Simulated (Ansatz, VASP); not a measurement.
Al in VASP and in Ansatz

The input INCAR:

```
  PREC = Accurate
  ENCUT = 520
  EDIFF = 1E-7
  ISMEAR = -1
  SIGMA = 0.05
  LREAL = False
  LASPH = True
  NELM = 100
  ALGO = Normal
  ISIF = 2
  LWAVE = False
  LCHARG = False
  GGA = PE
  NBANDS = 8
```

File KPOINTS:

```
regular mesh
0
Gamma
  14 14 14
```

The input POSCAR:

```
Al
1.0
    0.0000000000      2.0172107856      2.0172107856
    2.0172107856      0.0000000000      2.0172107856
    2.0172107856      2.0172107856      0.0000000000
Al
1
Direct
    0.0000000000      0.0000000000      0.0000000000
```

Input for Ansatz:

```yaml
crystal:
  lattice:
    - [0.0, 2.0172107856, 2.0172107856]
    - [2.0172107856, 0.0, 2.0172107856]
    - [2.0172107856, 2.0172107856, 0.0]
  atoms:
    - { symbol: Al, position: [0.0, 0.0, 0.0] }
kpoints:
  mp_grid: { grid: [14, 14, 14] }
  band_path:
    path:
      - [0.0, 0.0, 0.0]
      - [0.5, 0.0, 0.5]
      - [0.625, 0.25, 0.625]
      - [0.375, 0.375, 0.75]
      - [0.0, 0.0, 0.0]
      - [0.5, 0.5, 0.5]
      - [0.5, 0.25, 0.75]
      - [0.5, 0.0, 0.5]
    npoints: 5
scf:
  occupations: { method: fermi_dirac, width: 0.05 }
hamiltonian:
  xc: pbe
  pseudopotentials: { kind: all_electron, lapw: { basis_error: 0.001 } }
output:
  forces: true
  stress: true
  eigenvalues: true
```

Change from the starting cell: volume scaled by 0.99.

Alike in both runs: task single point; functional PBE; k mesh 14 × 14 × 14; occupations fermi-dirac, width 0.05 eV; no spin polarisation.

```csv
,VASP,Ansatz
version,VASP 6.6.1,Ansatz 0.2.0
potentials or method,"VASP PAW PBE potentials, release 64 (Al), cutoff 520 eV","all-electron LAPW, scalar-relativistic"
```

|  | VASP | Ansatz | Ansatz less VASP |
| --- | --- | --- | --- |
| pressure (GPa) | 0.1 | 0.2 | +0.03 |

Ansatz ran all-electron here, and VASP with PAW potentials.
